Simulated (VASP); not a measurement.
A run of VASP 6.6.1 is set up as follows.

The input INCAR:

```
PREC = Accurate
ENCUT = 520
EDIFF = 1E-6
ISMEAR = -1
SIGMA = 0.08
LREAL = F
LASPH = T
NELM = 60
ALGO = Normal
ISIF = 2
LWAVE = F
LCHARG = T
GGA = CA
LELF = T
LVHAR = T
NBANDS = 15
```

The input KPOINTS:

```
Automatic mesh
0
Gamma
  12 12 12
```

File POSCAR:

```
BaTe
1.0
    0.0000000000      3.4331405669      3.4331405669
    3.4331405669      0.0000000000      3.4331405669
    3.4331405669      3.4331405669      0.0000000000
Ba Te
1 1
Direct
    0.0000000000      0.0000000000      0.0000000000
    0.5000000000      0.5000000000      0.5000000000
```

Potentials or basis: VASP PAW LDA potentials, release 64 (Ba_sv, Te).

The run is started by

```sh
$ cat potpaw_LDA.64/Ba_sv/POTCAR potpaw_LDA.64/Te/POTCAR > POTCAR
$ mpirun -np 1 vasp_std > vasp.out
```

(1) What does it give for the pressure?

(2) Estimate the band gap on the k mesh.

Answers

(1) 0.5 GPa.

(2) 1.26 eV (least direct gap 1.64 eV).

Caveat: spin-orbit coupling is left out, which moves the levels of the heavy elements.
